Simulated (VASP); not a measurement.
# Zr (P6_3/mmc) in VASP: notebook

Runs on Zr. Level: PBEsol. Tasks: single point, relaxation of cell and atoms.

All numbers are computed with VASP 6.6.1; they aren't measurements. Logs are shortened: lines on timing, memory, paths and dates and some standing lists are left out, and cuts for length are marked.

## (1) The cell of the first run

The structure is hexagonal, space group P6_3/mmc (No. 194). The conventional cell has a = 3.210 Å, b = 3.210 Å, c = 5.038 Å, α = 90.00°, β = 90.00°, γ = 120.00°. Zr (site symmetry -6m2) has 12 Zr at 3.13 to 3.21 Å within 4.1 Å.

## (2) Single point, PBEsol

The input, INCAR:

```
SYSTEM = Zr
ALGO = Normal
EDIFF = 1E-6
ENCUT = 520
GGA = PS
ISIF = 2
ISMEAR = 0
LASPH = .True.
LCHARG = .False.
LREAL = .False.
LWAVE = .False.
NBANDS = 19
NELM = 100
PREC = Accurate
SIGMA = 0.02
```

The input, KPOINTS:

```
k-points
0
Gamma
  7 7 4
  0 0 0
```

The input, POSCAR:

```
Zr
1.0
    3.2097992848      0.0000000000      0.0000000000
   -1.6048996424      2.7797677217      0.0000000000
    0.0000000000      0.0000000000      5.0379773584
Zr
2
Direct
    0.3333333333      0.6666666667      0.2500000000
    0.6666666667      0.3333333333      0.7500000000
```

Potentials or basis: VASP PAW PBE potentials, release 64 (Zr_sv).

Launch:

```
$ cat potpaw_PBE.64/Zr_sv/POTCAR > POTCAR
$ mpirun -np 1 vasp_std > vasp.out
```

OUTCAR:

```text
SYSTEM = Zr
   EDIFF = 1E-6
   ENCUT = 520
   GGA = PS
   ISIF = 2
   ISMEAR = 0
   LASPH = .True.
   LREAL = .False.
   NELM = 100
   PREC = Accurate

 ion  position               nearest neighbor table
   1  0.333  0.667  0.250-   2 3.13   2 3.13   2 3.13   2 3.13   2 3.13   2 3.13
   2  0.667  0.333  0.750-   1 3.13   1 3.13   1 3.13   1 3.13   1 3.13   1 3.13

  LATTYP: Found a hexagonal cell.
 ALAT       =     3.2097992848
 C/A-ratio  =     1.5695614932

  Lattice vectors:

 A1 = (   3.2097992848,   0.0000000000,   0.0000000000)
 A2 = (  -1.6048996424,   2.7797677217,   0.0000000000)
 A3 = (   0.0000000000,   0.0000000000,   5.0379773584)

Analysis of symmetry for initial positions (statically):
=====================================================================
 Subroutine PRICEL returns:
 Original cell was already a primitive cell.

 Routine SETGRP: Setting up the symmetry group for a
 hexagonal supercell.

 Subroutine GETGRP returns: Found 24 space group operations
 (whereof 12 operations were pure point group operations)
 out of a pool of 24 trial point group operations.

The static configuration has the point symmetry D_3d.
 The point group associated with its full space group is D_6h.

Analysis of symmetry for dynamics (positions and initial velocities):
=====================================================================
 Subroutine PRICEL returns:
 Original cell was already a primitive cell.

 Routine SETGRP: Setting up the symmetry group for a
 hexagonal supercell.

 Subroutine GETGRP returns: Found 24 space group operations
 (whereof 12 operations were pure point group operations)
 out of a pool of 24 trial point group operations.

The dynamic configuration has the point symmetry D_3d.
 The point group associated with its full space group is D_6h.

 Subroutine INISYM returns: Found 24 space group operations
 (whereof 12 operations are pure point group operations),
 and found     1 'primitive' translations

----------------------------------------------------------------------------------------

                                     Primitive cell

  volume of cell :      44.9513

  direct lattice vectors                    reciprocal lattice vectors
     3.209799285  0.000000000  0.000000000     0.311545960  0.179871144  0.000000000
    -1.604899642  2.779767722  0.000000000     0.000000000  0.359742288  0.000000000
     0.000000000  0.000000000  5.037977358     0.000000000  0.000000000  0.198492357

  length of vectors
     3.209799285  3.209799285  5.037977358     0.359742288  0.359742288  0.198492357

  position of ions in fractional coordinates (direct lattice)
     0.333333333  0.666666667  0.250000000
     0.666666667  0.333333333  0.750000000

  ion indices of the primitive-cell ions
   primitive index   ion index
                 1           1
                 2           2

----------------------------------------------------------------------------------------

 KPOINTS: k-points

Automatic generation of k-mesh.
 Grid dimensions read from file:
 generate k-points for:    7    7    4

 Generating k-lattice:

  Cartesian coordinates                     Fractional coordinates (reciprocal lattice)
     0.044506566  0.025695878  0.000000000     0.142857143  0.000000000  0.000000000
     0.000000000  0.051391755  0.000000000     0.000000000  0.142857143  0.000000000
     0.000000000  0.000000000  0.049623089     0.000000000  0.000000000  0.250000000

  Length of vectors
     0.051391755  0.051391755  0.049623089

  Shift w.r.t. Gamma in fractional coordinates (k-lattice)
     0.000000000  0.000000000  0.000000000

 Subroutine IBZKPT returns following result:
 ===========================================

 Found     24 irreducible k-points:

 Following reciprocal coordinates:
            Coordinates               Weight
  0.000000  0.000000  0.000000      1.000000
  0.142857  0.000000  0.000000      6.000000
  0.285714  0.000000  0.000000      6.000000
  0.428571 -0.000000  0.000000      6.000000
  0.142857  0.142857  0.000000      6.000000
  0.285714  0.142857  0.000000     12.000000
[... 16 lines left out ...]
  0.428571  0.142857  0.500000      6.000000
  0.285714  0.285714  0.500000      6.000000
   k-points           NKPTS =     24   k-points in BZ     NKDIM =     24   number of bands    NBANDS=     19
   number of dos      NEDOS =    301   number of ions     NIONS =      2
   total plane-waves  NPLWV =  23040
   dimension x,y,z NGX =    24 NGY =   24 NGZ =   40
   dimension x,y,z NGXF=    48 NGYF=   48 NGZF=   80
   ions per type =               2
   NGX,Y,Z   is equivalent  to a cutoff of  12.43, 12.43, 13.20 a.u.
   NGXF,Y,Z  is equivalent  to a cutoff of  24.86, 24.86, 26.40 a.u.
 SYSTEM =  Zr
   PREC   = accura    normal or accurate (medium, high low for compatibility)
   ISTART =      0    job   : 0-new  1-cont  2-samecut
   ICHARG =      2    charge: 1-file 2-atom 10-const
   ISPIN  =      1    spin polarized calculation?
   LNONCOLLINEAR =      F non collinear calculations
   LSORBIT =      F    spin-orbit coupling
   LASPH  =      T    aspherical Exc in radial PAW
   ENCUT  =  520.0 eV  38.22 Ry    6.18 a.u.   5.97  5.97  9.37*2*pi/ulx,y,z
   NELM   =    100;   NELMIN=  2; NELMDL= -5     # of ELM steps
   EDIFF  = 0.1E-05   stopping-criterion for ELM
   LREAL  =      F    real-space projection
   EDIFFG = 0.1E-04   stopping-criterion for IOM
   NSW    =      0    number of steps for IOM
   IBRION =     -1    ionic relax: 0-MD 1-quasi-New 2-CG
   NFREE  =      0    steps in history (QN), initial steepest desc. (CG)
   ISIF   =      2    stress and relaxation
   ISYM   =      2    0-nonsym 1-usesym 2-fastsym
   POTIM  = 0.5000    time-step for ionic-motion
   TEBEG  =    0.0;   TEEND  =   0.0 temperature during run
   PSTRESS=    0.0 pullay stress
   NELECT =      24.0000    total number of electrons
   NUPDOWN=      -1.0000    fix difference up-down
   EMIN   =  10.00;   EMAX   =-10.00  energy-range for DOS
   EFERMI =   0.00;   METHOD = LEGACY
   ISMEAR =     0;   SIGMA  =   0.02  broadening in eV -4-tet -1-fermi 0-gaus
   EFERMI_NEDOS =   21; number of points for ismear=-14 and -15
   IALGO  =     38    algorithm
   IMIX   =      4    mixing-type and parameters
     AMIX     =   0.40;   BMIX     =  1.00
     AMIX_MAG =   1.60;   BMIX_MAG =  1.00
  volume/ion in A,a.u.               =      22.48       151.67
  Fermi-wavevector in a.u.,A,eV,Ry     =   1.328101  2.509747 23.998661  1.763852
  Thomas-Fermi vector in A             =   2.457364
   LORBIT       =      0    0 simple, 1 ext, 2 COOP (PROOUT), +10 PAW based schemes
   GGA     = PS    functional components
   LHFCALC =     F    Hartree Fock is set to
   AEXX    =    0.0000 exact exchange contribution
   IVDW    =     0    specifies the selected vdW correction
   LEPSILON=     F    determine dielectric tensor
   LRPA    =     F    only Hartree local field effects (RPA)
 non-spin polarized calculation
 Gauss-broadening in eV      SIGMA  =   0.02
  energy-cutoff  :      520.00
  volume of cell :       44.95
 maximum number of plane-waves:      1228
 NGX is ok and might be reduce to    24
   NGX = 11   NGY = 11   NGZ = 19

 number of electron      24.0000000 magnetization

 Free energy of the ion-electron system (eV)
  ---------------------------------------------------
  ext. energy  EPLUGINS =         0.00000000
  ---------------------------------------------------
  free energy    TOTEN  =       -18.15194989 eV

  energy without entropy =      -18.15136614  energy(sigma->0) =      -18.15165801

 E-fermi :   9.3479     XC(G=0): -11.3635

 val. band max:        9.3130035740   @ k =   0.1429   0.0000   0.2500
 cond. band min:       9.3656190190   @ k =   0.2857   0.2857   0.2500
 fundamental gap:      0.0526154450
 Fermi energy:         9.3479309711

 k-point     1 :       0.0000    0.0000    0.0000
  band No.  band energies     occupation
      1     -39.4106      2.00000
      2     -39.2198      2.00000
      3     -18.0621      2.00000
      4     -17.0612      2.00000
      5     -17.0612      2.00000
      6     -16.8923      2.00000
[... 11 lines left out ...]
     18      11.3419      0.00000
     19      13.8487      0.00000

 k-point     2 :       0.1429    0.0000    0.0000
  band No.  band energies     occupation
      1     -39.3851      2.00000
      2     -39.2107      2.00000
      3     -17.9933      2.00000
      4     -17.2042      2.00000
      5     -17.1087      2.00000
      6     -17.0366      2.00000
[... 11 lines left out ...]
     18      11.3742      0.00000
     19      14.1914      0.00000

 k-point     3 :       0.2857    0.0000    0.0000
  band No.  band energies     occupation
      1     -39.3235      2.00000
      2     -39.1942      2.00000
      3     -17.8137      2.00000
      4     -17.5245      2.00000
      5     -17.3453      2.00000
      6     -17.2076      2.00000
[... 11 lines left out ...]
     18      12.7338      0.00000
     19      14.6398      0.00000

 k-point     4 :       0.4286   -0.0000    0.0000
  band No.  band energies     occupation
      1     -39.2644      2.00000
      2     -39.1900      2.00000
      3     -17.7783      2.00000
      4     -17.6119      2.00000
      5     -17.5756      2.00000
      6     -17.2821      2.00000
[... 11 lines left out ...]
     18      14.4713      0.00000
     19      14.8409      0.00000

 k-point     5 :       0.1429    0.1429    0.0000
  band No.  band energies     occupation
      1     -39.3414      2.00000
      2     -39.1981      2.00000
      3     -17.8684      2.00000
      4     -17.3786      2.00000
      5     -17.3364      2.00000
      6     -17.1297      2.00000
[... 11 lines left out ...]
     18      12.5774      0.00000
     19      14.3929      0.00000

 k-point     6 :       0.2857    0.1429    0.0000
  band No.  band energies     occupation
      1     -39.2793      2.00000
      2     -39.1893      2.00000
      3     -17.6677      2.00000
      4     -17.6488      2.00000
      5     -17.5147      2.00000
      6     -17.2834      2.00000
[... 11 lines left out ...]
     18      14.4541      0.00000
     19      14.5464      0.00000

 k-point     7 :       0.4286    0.1429    0.0000
  band No.  band energies     occupation
      1     -39.2435      2.00000
      2     -39.1933      2.00000
      3     -17.7740      2.00000
      4     -17.5704      2.00000
      5     -17.5287      2.00000
      6     -17.3684      2.00000
[... 11 lines left out ...]
     18      14.5919      0.00000
     19      15.7990      0.00000

 k-point     8 :       0.2857    0.2857    0.0000
  band No.  band energies     occupation
      1     -39.2321      2.00000
      2     -39.1969      2.00000
      3     -17.6859      2.00000
      4     -17.5477      2.00000
      5     -17.4798      2.00000
      6     -17.4230      2.00000
[... 256 lines left out ...]
 k-point    20 :       0.4286   -0.0000    0.5000
  band No.  band energies     occupation
      1     -39.2272      2.00000
      2     -39.2272      2.00000
      3     -17.8856      2.00000
      4     -17.8856      2.00000
      5     -17.1664      2.00000
      6     -17.1664      2.00000
[... 11 lines left out ...]
     18      14.3389      0.00000
     19      14.5057      0.00000

 k-point    21 :       0.1429    0.1429    0.5000
  band No.  band energies     occupation
      1     -39.2702      2.00000
      2     -39.2702      2.00000
      3     -17.6303      2.00000
      4     -17.6303      2.00000
      5     -17.1562      2.00000
      6     -17.1562      2.00000
[... 11 lines left out ...]
     18      13.2776      0.00000
     19      13.9403      0.00000

 k-point    22 :       0.2857    0.1429    0.5000
  band No.  band energies     occupation
      1     -39.2344      2.00000
      2     -39.2344      2.00000
      3     -17.7932      2.00000
      4     -17.7932      2.00000
      5     -17.2607      2.00000
      6     -17.2607      2.00000
[... 11 lines left out ...]
     18      14.1650      0.00000
     19      14.6656      0.00000

 k-point    23 :       0.4286    0.1429    0.5000
  band No.  band energies     occupation
      1     -39.2183      2.00000
      2     -39.2183      2.00000
      3     -17.8739      2.00000
      4     -17.8739      2.00000
      5     -17.3086      2.00000
      6     -17.3086      2.00000
[... 11 lines left out ...]
     18      14.1209      0.00000
     19      15.8516      0.00000

 k-point    24 :       0.2857    0.2857    0.5000
  band No.  band energies     occupation
      1     -39.2144      2.00000
      2     -39.2144      2.00000
      3     -17.8021      2.00000
      4     -17.8021      2.00000
      5     -17.4384      2.00000
      6     -17.4384      2.00000
[... 11 lines left out ...]
     18      14.0170      0.00000
     19      16.7771      0.00000

------------------------ aborting loop because EDIFF is reached ----------------------------------------

  FORCE on cell =-STRESS in cart. coord.  units (eV):
  Direction    XX          YY          ZZ          XY          YZ          ZX
  --------------------------------------------------------------------------------------
  -------------------------------------------------------------------------------------
  Total        0.0117380      0.0117380      0.0153530      0.0000000     -0.0000000      0.0000000
  in kB        0.4183719      0.4183719      0.5472184      0.0000000     -0.0000000      0.0000000
  external PRESSURE =       0.4613208 kB  Pullay stress =       0.0000000 kB

 VOLUME and BASIS-vectors are now :
 -----------------------------------------------------------------------------
  energy-cutoff  :      520.00
  volume of cell :       44.95
      direct lattice vectors                 reciprocal lattice vectors
     3.209799285  0.000000000  0.000000000     0.311545960  0.179871144  0.000000000
    -1.604899642  2.779767722  0.000000000     0.000000000  0.359742288  0.000000000
     0.000000000  0.000000000  5.037977358     0.000000000  0.000000000  0.198492357

 POSITION                                       TOTAL-FORCE (eV/Angst)
 -----------------------------------------------------------------------------------
     -0.00000      1.85318      1.25949         0.000000     -0.000000      0.000000
      1.60490      0.92659      3.77848        -0.000000      0.000000      0.000000
 -----------------------------------------------------------------------------------
    total drift:                               -0.000000      0.000000     -0.000000

  FREE ENERGIE OF THE ION-ELECTRON SYSTEM (eV)
  ---------------------------------------------------
  free  energy   TOTEN  =       -18.1519498851 eV

  energy  without entropy=      -18.1513661354  energy(sigma->0) =      -18.15165801
```

Wall time 9.2 s (1 thread of AMD EPYC 9R45 (Zen 5), shared host); peak memory 0.13 GiB.

Results:

* Free energy: -18.1519 eV
* Pressure: 0.0 GPa
* Band gap on the k mesh: zero (band 12 reaches 10.10 eV, above the bottom of band 13 at 9.24 eV)

Caveat: the PAW data sets were made with another functional, which shifts forces and pressure a little.

## (3) Relaxation of cell and atoms, PBEsol

This run uses another cell than the first one, of 23.28 Å³/atom, 1.036 times its volume.

The input, INCAR:

```
SYSTEM = Zr
PREC = Accurate
ENCUT = 600
EDIFF = 1E-6
ISMEAR = 0
SIGMA = 0.02
LREAL = .False.
LASPH = .True.
NELM = 60
ALGO = Normal
ISIF = 3
LWAVE = .False.
LCHARG = .False.
GGA = PS
IBRION = 2
NSW = 80
EDIFFG = -0.02
```

The input, KPOINTS:

```
regular mesh
0
Gamma
  7 7 4
  0 0 0
```

The input, POSCAR:

```
Zr
1.0
    3.2320000000      0.0000000000      0.0000000000
   -1.6160000000      2.7989900000      0.0000000000
    0.0000000000      0.0000000000      5.1470000000
Zr
2
Direct
    0.3333333333      0.6666666667      0.2500000000
    0.6666666667      0.3333333333      0.7500000000
```

Potentials or basis: VASP PAW PBE potentials, release 64 (Zr_sv).

Launch:

```
$ cat potpaw_PBE.64/Zr_sv/POTCAR > POTCAR
$ mpirun -np 1 vasp_std > vasp.out
```

Wall time 30 s (1 thread of AMD EPYC 9R45 (Zen 5), shared host); peak memory 0.16 GiB.

The run converged. Its results:

```yaml
Free_energy: -18.1526 eV
Relaxed_volume: 22.54 Å³/atom
Relaxed_cell: a = 3.196 Å, b = 3.196 Å, c = 5.096 Å, α = 90.00°, β = 90.00°, γ = 120.00°
Space_group_after_relaxing_to_0.05_Å: P6_3/mmc (No. 194)
Energy_gained_by_relaxing: 7.2 meV/atom
Ionic_steps: 3
Pressure_after_relaxing: 0.0 GPa
Band_gap_on_the_k_mesh: zero (band 12 reaches 10.10 eV, above the bottom of band 13 at 9.20 eV)
```

Stress tensor (GPa, compression positive):
```
 0.01  0.00  0.00
 0.00  0.01  0.00
 0.00  0.00 -0.14
```

The path:
```tsv
step	energy change (eV)	largest force (eV/Å)	pressure (GPa)	volume (Å³)
1	0.0000	0.0000	-3.03	46.56
2	-0.0006	0.0000	3.16	43.65
3	-0.0145	0.0000	-0.04	45.08
```

Final structure:
```cif
data_structure
_symmetry_space_group_name_H-M 'P 1'
_symmetry_Int_Tables_number 1
_cell_length_a 3.1958
_cell_length_b 3.1958
_cell_length_c 5.0965
_cell_angle_alpha 90.000
_cell_angle_beta 90.000
_cell_angle_gamma 120.000
_cell_volume 45.08
loop_
_atom_site_label
_atom_site_type_symbol
_atom_site_fract_x
_atom_site_fract_y
_atom_site_fract_z
_atom_site_occupancy
Zr1 Zr 0.33333 0.66667 0.25000 1
Zr2 Zr 0.66667 0.33333 0.75000 1
```

Levels at points of the mesh, in eV from the Fermi level:
```tsv
k point	band 8	band 9	band 10	band 11	band 12	band 13	band 14	band 15	band 16
(0.00, 0.00, 0.00)	-26.24	-5.81	-3.21	0.78	0.78	0.93	1.21	1.51	1.51
(0.00, 0.00, 0.50)	-26.32	-4.06	-4.06	-0.05	-0.05	0.69	0.69	0.69	0.69
```

Caveat: the PAW data sets were made with another functional, which shifts forces and pressure a little.
